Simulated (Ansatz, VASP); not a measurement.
## Sb: VASP beside Ansatz

```
Sb
1.0
     2.18952    1.26412    3.81962
    -2.18952    1.26412    3.81962
     0.00000   -2.52824    3.81962
Sb
2
Direct
  0.23349 0.23349 0.23349
  0.76651 0.76651 0.76651
```

Alike in both runs: task single point; functional PBEsol; k mesh 8 × 8 × 8; occupations fermi-dirac, width 0.15 eV; no spin polarisation.

|  | VASP | Ansatz |
| --- | --- | --- |
| version | VASP 6.6.1 | Ansatz 0.2.0 |
| potentials or method | VASP PAW PBE potentials, release 64 (Sb), cutoff 520 eV | plane waves, PAW |
| valence electrons in the cell | 10 | 30 |

Ansatz gave:

```
pressure (GPa)                                                : -2.5
traceless stress, the component that is largest in VASP (GPa) : 0.12
```

Q: Which values does VASP return?

A: Pressure (GPa): -2.4; traceless stress, the component that is largest in VASP (GPa): 0.08.

VASP's potentials were made for PBE, not for PBEsol. VASP's potentials hold 10 valence electrons a cell and Ansatz's 30, so a difference there can come from the potentials and not from the codes.

Spin-orbit coupling is off throughout.
